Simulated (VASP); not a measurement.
# Ga3W2F (P6/mmm) in VASP: single point with PBE

Aim: the single point of Ga3W2F with PBE.

Everything below comes from runs of VASP 6.6.1. Logs are shortened: lines on timing, memory, paths and dates and some standing lists are left out, and cuts for length are marked.

## 1. The cell of the first run

Symmetry: P6/mmm, No. 191, hexagonal system. Conventional cell: a = 5.053 Å, b = 5.053 Å, c = 4.488 Å, α = 90.00°, β = 90.00°, γ = 120.00°. Ga (site symmetry mmm) has 4 Ga at 2.53 Å and 4 W at 2.68 Å within 3.3 Å. Within 3.5 Å of W (site symmetry -6m2) lie 6 Ga at 2.68 Å and 3 W at 2.92 Å and 3 F at 2.92 Å. F (site symmetry 6/mmm) has 6 W at 2.92 Å and 12 Ga at 3.38 Å within 3.8 Å.

## 2. Single point, PBE

Input file INCAR:

```
SYSTEM = Ga3W2F
PREC = Accurate
ENCUT = 520
EDIFF = 1E-6
ISMEAR = 0
SIGMA = 0.1
LREAL = .False.
LASPH = .True.
NELM = 100
ALGO = Normal
ISIF = 2
LWAVE = .False.
LCHARG = .True.
GGA = PE
LELF = .True.
LVHAR = .True.
NBANDS = 46
```

Input file KPOINTS:

```
Automatic mesh
0
Gamma
  12 12 8
  0 0 0
```

Input file POSCAR:

```
Ga3W2F
1.0
    5.0526993008      0.0000000000      0.0000000000
   -2.5263496504      4.3757659522      0.0000000000
    0.0000000000      0.0000000000      4.4875080554
Ga W F
3 2 1
Direct
    0.5000000000      0.0000000000      0.5000000000
    0.5000000000      0.5000000000      0.5000000000
    0.0000000000      0.5000000000      0.5000000000
    0.3333333333      0.6666666667      0.0000000000
    0.6666666667      0.3333333333      0.0000000000
    0.0000000000      0.0000000000      0.0000000000
```

Potentials or basis: VASP PAW PBE potentials, release 64 (Ga_d, W_sv, F).

Command:

```
cat potpaw_PBE.64/Ga_d/POTCAR potpaw_PBE.64/W_sv/POTCAR potpaw_PBE.64/F/POTCAR > POTCAR
mpirun -np 1 vasp_std > vasp.out
```

OUTCAR:

```text
SYSTEM = Ga3W2F
   PREC = Accurate
   ENCUT = 520
   EDIFF = 1E-6
   ISMEAR = 0
   LREAL = .False.
   LASPH = .True.
   NELM = 100
   ISIF = 2
   GGA = PE

 ion  position               nearest neighbor table
   1  0.500  0.000  0.500-   2 2.53   3 2.53   2 2.53   3 2.53   4 2.68   5 2.68   4 2.68   5 2.68

   2  0.500  0.500  0.500-   3 2.53   3 2.53   1 2.53   1 2.53   4 2.68   5 2.68   4 2.68   5 2.68

   3  0.000  0.500  0.500-   2 2.53   2 2.53   1 2.53   1 2.53   4 2.68   5 2.68   4 2.68   5 2.68

   4  0.333  0.667  0.000-   3 2.68   3 2.68   1 2.68   1 2.68   2 2.68   2 2.68   5 2.92   5 2.92
                             5 2.92
   5  0.667  0.333  0.000-   3 2.68   3 2.68   1 2.68   1 2.68   2 2.68   2 2.68   4 2.92   4 2.92
                             4 2.92
   6  0.000  0.000  0.000-

  LATTYP: Found a hexagonal cell.
 ALAT       =     5.0526993008
 C/A-ratio  =     0.8881407320

  Lattice vectors:

 A1 = (   5.0526993008,   0.0000000000,   0.0000000000)
 A2 = (  -2.5263496504,   4.3757659522,   0.0000000000)
 A3 = (   0.0000000000,   0.0000000000,   4.4875080554)

Analysis of symmetry for initial positions (statically):
=====================================================================
 Subroutine PRICEL returns:
 Original cell was already a primitive cell.

 Routine SETGRP: Setting up the symmetry group for a
 hexagonal supercell.

 Subroutine GETGRP returns: Found 24 space group operations
 (whereof 24 operations were pure point group operations)
 out of a pool of 24 trial point group operations.

The static configuration has the point symmetry D_6h.

Analysis of symmetry for dynamics (positions and initial velocities):
=====================================================================
 Subroutine PRICEL returns:
 Original cell was already a primitive cell.

 Routine SETGRP: Setting up the symmetry group for a
 hexagonal supercell.

 Subroutine GETGRP returns: Found 24 space group operations
 (whereof 24 operations were pure point group operations)
 out of a pool of 24 trial point group operations.

The dynamic configuration has the point symmetry D_6h.

 Subroutine INISYM returns: Found 24 space group operations
 (whereof 24 operations are pure point group operations),
 and found     1 'primitive' translations

----------------------------------------------------------------------------------------

                                     Primitive cell

  volume of cell :      99.2162

  direct lattice vectors                    reciprocal lattice vectors
     5.052699301  0.000000000  0.000000000     0.197914014  0.114265709  0.000000000
    -2.526349650  4.375765952  0.000000000     0.000000000  0.228531418  0.000000000
     0.000000000  0.000000000  4.487508055     0.000000000  0.000000000  0.222840826

  length of vectors
     5.052699301  5.052699301  4.487508055     0.228531418  0.228531418  0.222840826

  position of ions in fractional coordinates (direct lattice)
     0.500000000  0.000000000  0.500000000
     0.500000000  0.500000000  0.500000000
     0.000000000  0.500000000  0.500000000
     0.333333333  0.666666667  0.000000000
     0.666666667  0.333333333  0.000000000
     0.000000000  0.000000000  0.000000000

  ion indices of the primitive-cell ions
   primitive index   ion index
                 1           1
                 2           2
                 3           3
                 4           4
                 5           5
                 6           6

----------------------------------------------------------------------------------------

 KPOINTS: Automatic mesh

Automatic generation of k-mesh.
 Grid dimensions read from file:
 generate k-points for:   12   12    8

 Generating k-lattice:

  Cartesian coordinates                     Fractional coordinates (reciprocal lattice)
     0.016492834  0.009522142  0.000000000     0.083333333  0.000000000  0.000000000
     0.000000000  0.019044285  0.000000000     0.000000000  0.083333333  0.000000000
     0.000000000  0.000000000  0.027855103     0.000000000  0.000000000  0.125000000

  Length of vectors
     0.019044285  0.019044285  0.027855103

  Shift w.r.t. Gamma in fractional coordinates (k-lattice)
     0.000000000  0.000000000  0.000000000

 Subroutine IBZKPT returns following result:
 ===========================================

 Found     95 irreducible k-points:

 Following reciprocal coordinates:
            Coordinates               Weight
  0.000000  0.000000  0.000000      1.000000
  0.083333  0.000000  0.000000      6.000000
  0.166667 -0.000000  0.000000      6.000000
  0.250000  0.000000  0.000000      6.000000
  0.333333 -0.000000  0.000000      6.000000
  0.416667 -0.000000  0.000000      6.000000
[... 16 lines left out ...]
  0.250000  0.000000  0.125000     12.000000
  0.333333 -0.000000  0.125000     12.000000
 [... further k-points ...]
   k-points           NKPTS =     95   k-points in BZ     NKDIM =     95   number of bands    NBANDS=     46
   number of dos      NEDOS =    301   number of ions     NIONS =      6
   total plane-waves  NPLWV =  57600
   dimension x,y,z NGX =    40 NGY =   40 NGZ =   36
   dimension x,y,z NGXF=    80 NGYF=   80 NGZF=   72
   ions per type =               3   2   1
   NGX,Y,Z   is equivalent  to a cutoff of  13.16, 13.16, 13.34 a.u.
   NGXF,Y,Z  is equivalent  to a cutoff of  26.32, 26.32, 26.67 a.u.
 SYSTEM =  Ga3W2F
   PREC   = accura    normal or accurate (medium, high low for compatibility)
   ISTART =      0    job   : 0-new  1-cont  2-samecut
   ICHARG =      2    charge: 1-file 2-atom 10-const
   ISPIN  =      1    spin polarized calculation?
   LNONCOLLINEAR =      F non collinear calculations
   LSORBIT =      F    spin-orbit coupling
   LASPH  =      T    aspherical Exc in radial PAW
   ENCUT  =  520.0 eV  38.22 Ry    6.18 a.u.   9.39  9.39  8.34*2*pi/ulx,y,z
   NELM   =    100;   NELMIN=  2; NELMDL= -5     # of ELM steps
   EDIFF  = 0.1E-05   stopping-criterion for ELM
   LREAL  =      F    real-space projection
   EDIFFG = 0.1E-04   stopping-criterion for IOM
   NSW    =      0    number of steps for IOM
   IBRION =     -1    ionic relax: 0-MD 1-quasi-New 2-CG
   NFREE  =      0    steps in history (QN), initial steepest desc. (CG)
   ISIF   =      2    stress and relaxation
   ISYM   =      2    0-nonsym 1-usesym 2-fastsym
   POTIM  = 0.5000    time-step for ionic-motion
   TEBEG  =    0.0;   TEEND  =   0.0 temperature during run
   PSTRESS=    0.0 pullay stress
   NELECT =      74.0000    total number of electrons
   NUPDOWN=      -1.0000    fix difference up-down
   EMIN   =  10.00;   EMAX   =-10.00  energy-range for DOS
   EFERMI =   0.00;   METHOD = LEGACY
   ISMEAR =     0;   SIGMA  =   0.10  broadening in eV -4-tet -1-fermi 0-gaus
   EFERMI_NEDOS =   21; number of points for ismear=-14 and -15
   IALGO  =     38    algorithm
   IMIX   =      4    mixing-type and parameters
     AMIX     =   0.40;   BMIX     =  1.00
     AMIX_MAG =   1.60;   BMIX_MAG =  1.00
  volume/ion in A,a.u.               =      16.54       111.59
  Fermi-wavevector in a.u.,A,eV,Ry     =   1.484651  2.805584 29.989821  2.204190
  Thomas-Fermi vector in A             =   2.598161
   LORBIT       =      0    0 simple, 1 ext, 2 COOP (PROOUT), +10 PAW based schemes
   GGA     = PE    functional components
   LHFCALC =     F    Hartree Fock is set to
   AEXX    =    0.0000 exact exchange contribution
   IVDW    =     0    specifies the selected vdW correction
   LEPSILON=     F    determine dielectric tensor
   LRPA    =     F    only Hartree local field effects (RPA)
 non-spin polarized calculation
 Gauss-broadening in eV      SIGMA  =   0.10
  energy-cutoff  :      520.00
  volume of cell :       99.22
 maximum number of plane-waves:      2711
 NGX is ok and might be reduce to    40
   NGX = 19   NGY = 19   NGZ = 17

 number of electron      73.9999990 magnetization

 Free energy of the ion-electron system (eV)
  ---------------------------------------------------
  ext. energy  EPLUGINS =         0.00000000
  ---------------------------------------------------
  free energy    TOTEN  =       -35.68027959 eV

  energy without entropy =      -35.67082115  energy(sigma->0) =      -35.67555037

 E-fermi :   6.4277     XC(G=0): -11.5634

 val. band max:        6.4189805767   @ k =   0.4167  -0.0000   0.3750
 cond. band min:       6.4317721766   @ k =   0.2500   0.2500   0.3750
 fundamental gap:      0.0127915999
 Fermi energy:         6.4277394140

 k-point     1 :       0.0000    0.0000    0.0000
  band No.  band energies     occupation
      1     -67.8629      2.00000
      2     -67.8245      2.00000
      3     -32.1645      2.00000
      4     -32.1645      2.00000
      5     -32.0847      2.00000
      6     -32.0066      2.00000
[... 38 lines left out ...]
     45      10.8124      0.00000
     46      13.4577      0.00000

 k-point     2 :       0.0833    0.0000    0.0000
  band No.  band energies     occupation
      1     -67.8623      2.00000
      2     -67.8251      2.00000
      3     -32.1662      2.00000
      4     -32.1604      2.00000
      5     -32.0836      2.00000
      6     -32.0078      2.00000
[... 38 lines left out ...]
     45      10.7916      0.00000
     46      13.5550      0.00000

 k-point     3 :       0.1667   -0.0000    0.0000
  band No.  band energies     occupation
      1     -67.8606      2.00000
      2     -67.8267      2.00000
      3     -32.1706      2.00000
      4     -32.1486      2.00000
      5     -32.0801      2.00000
      6     -32.0113      2.00000
[... 38 lines left out ...]
     45      10.7456      0.00000
     46      13.1331      0.00000

 k-point     4 :       0.2500    0.0000    0.0000
  band No.  band energies     occupation
      1     -67.8580      2.00000
      2     -67.8294      2.00000
      3     -32.1764      2.00000
      4     -32.1307      2.00000
      5     -32.0748      2.00000
      6     -32.0166      2.00000
[... 920 lines left out ...]
     45      11.1107      0.00000
     46      12.2447      0.00000

 k-point    23 :       0.2500    0.0000    0.1250
  band No.  band energies     occupation
      1     -67.8580      2.00000
      2     -67.8293      2.00000
      3     -32.1762      2.00000
      4     -32.1305      2.00000
      5     -32.0761      2.00000
      6     -32.0171      2.00000
[... 38 lines left out ...]
     45      11.5450      0.00000
     46      11.6124      0.00000

 k-point    24 :       0.3333   -0.0000    0.1250
  band No.  band energies     occupation
      1     -67.8547      2.00000
      2     -67.8326      2.00000
      3     -32.1818      2.00000
      4     -32.1095      2.00000
      5     -32.0694      2.00000
      6     -32.0237      2.00000
[... 38 lines left out ...]
     45      11.0956      0.00000
     46      12.0965      0.00000

 [... further k-points ...]
[... 5 lines left out ...]
  --------------------------------------------------------------------------------------
  -------------------------------------------------------------------------------------
  Total        0.0770742      0.0770742      0.1924093     -0.0000000      0.0000000      0.0000000
  in kB        1.2446199      1.2446199      3.1070896     -0.0000000      0.0000000      0.0000000
  external PRESSURE =       1.8654431 kB  Pullay stress =       0.0000000 kB

 VOLUME and BASIS-vectors are now :
 -----------------------------------------------------------------------------
  energy-cutoff  :      520.00
  volume of cell :       99.22
      direct lattice vectors                 reciprocal lattice vectors
     5.052699301  0.000000000  0.000000000     0.197914014  0.114265709  0.000000000
    -2.526349650  4.375765952  0.000000000     0.000000000  0.228531418  0.000000000
     0.000000000  0.000000000  4.487508055     0.000000000  0.000000000  0.222840826

 POSITION                                       TOTAL-FORCE (eV/Angst)
 -----------------------------------------------------------------------------------
      2.52635      0.00000      2.24375        -0.000000      0.000000      0.000000
      1.26317      2.18788      2.24375        -0.000000      0.000000      0.000000
     -1.26317      2.18788      2.24375        -0.000000      0.000000      0.000000
     -0.00000      2.91718      0.00000        -0.000000      0.000000      0.000000
      2.52635      1.45859      0.00000         0.000000      0.000000      0.000000
      0.00000      0.00000      0.00000        -0.000000      0.000000      0.000000
 -----------------------------------------------------------------------------------
    total drift:                               -0.000000     -0.000000     -0.000000

  FREE ENERGIE OF THE ION-ELECTRON SYSTEM (eV)
  ---------------------------------------------------
  free  energy   TOTEN  =       -35.6802795913 eV

  energy  without entropy=      -35.6708211482  energy(sigma->0) =      -35.67555037
```

Run time: 9.2 min. Hardware: 1 thread of Intel Xeon Platinum 8259CL at 2.50GHz (Skylake/Cascade Lake), shared host; peak memory 0.49 GiB.

Results:

```
Free energy            : -35.6803 eV
Pressure               : 0.2 GPa
Band gap on the k mesh : zero (band 37 reaches 6.97 eV, above the bottom of band 38 at 5.84 eV)
```

Stress tensor (GPa, compression positive):
```
0.12 0.00 0.00
0.00 0.12 0.00
0.00 0.00 0.31
```

Caveat: spin-orbit coupling is left out, which moves the levels of the heavy elements.
